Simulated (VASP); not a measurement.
Input of a VASP 6.6.1 run:

INCAR

```
SYSTEM = BAs
ALGO     = Normal         ! electronic algorithm
EDIFF    = 1E-6           ! SCF threshold, eV
ENCUT    = 520            ! plane-wave cutoff, eV
GGA      = RP             ! functional
ISIF     = 2              ! what is computed and relaxed
ISMEAR   = -1             ! smearing method
IVDW     = 13             ! dispersion correction
LASPH    = .True.         ! aspherical terms in the spheres
LCHARG   = .False.        ! write CHGCAR
LREAL    = .False.        ! projectors in reciprocal space
LWAVE    = .False.        ! write WAVECAR
NBANDS   = 11             ! bands
NELM     = 60             ! most SCF steps
PREC     = Accurate       ! precision mode
SIGMA    = 0.05           ! smearing width, eV
```

The input KPOINTS:

```
k-points
0
Gamma
  10 10 10
  0 0 0
```

The input POSCAR:

```
BAs
1.0
    0.0000000000      2.3885000000      2.3885000000
    2.3885000000      0.0000000000      2.3885000000
    2.3885000000      2.3885000000      0.0000000000
As B
1 1
Direct
    0.7500000000      0.7500000000      0.7500000000
    0.0000000000      0.0000000000      0.0000000000
```

Potentials or basis: VASP PAW PBE potentials, release 64 (As, B).

The run is started by

```console
$ cat potpaw_PBE.64/As/POTCAR potpaw_PBE.64/B/POTCAR > POTCAR
$ mpirun -np 1 vasp_std > vasp.out
```

(1) Predict the dispersion energy per atom.

(2) Predict the pressure.

(3) Estimate the band gap on the k mesh.

## Answers

(1) -0.784 eV.

(2) -4.1 GPa.

(3) 1.21 eV, indirect (least direct gap 3.28 eV).

Caveat: the PAW data sets were made with another functional, which shifts forces and pressure a little.
